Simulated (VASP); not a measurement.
Fe2Ru, 3 atoms in the cell. Symmetry: Fm-3m, No. 225, cubic system. The conventional cell has a = 5.496 Å, b = 5.496 Å, c = 5.496 Å, α = 90.00°, β = 90.00°, γ = 90.00°. Fe (site symmetry -43m) has 4 Ru at 2.38 Å and 6 Fe at 2.75 Å within 3.1 Å. Ru (site symmetry m-3m) has 8 Fe at 2.38 Å within 3.1 Å. 

| Item | Value |
| --- | --- |
| Program | VASP 6.6.1 |
| Task | single point |
| Functional | PBE |
| Potentials or basis | VASP PAW PBE potentials, release 64 (Fe, Ru_pv) |
| Cutoff | 520 eV |
| k mesh | 14 × 14 × 14 |
| Occupations | gaussian, width 0.1 eV |
| Spin | no spin polarisation |
| Dipole correction | no |
| Further INCAR settings | ALGO = Fast; EDIFF = 1e-07; NBANDS = 22 |

Potentials or basis: VASP PAW PBE potentials, release 64 (Fe, Ru_pv).

The run is started by

```sh
$ cat potpaw_PBE.64/Fe/POTCAR potpaw_PBE.64/Ru_pv/POTCAR > POTCAR
$ mpirun -np 1 vasp_std > vasp.out
```

Hardware: 1 thread of Oxide Virtual Turin-like Processor, with other jobs on the host.

Q: How long does it take, and how much memory?

A: Wall time 100 s on 1 thread of Oxide Virtual Turin-like Processor, with other jobs on the host, peak memory 0.2 GiB. Counts: scf iterations 18, k points 104.
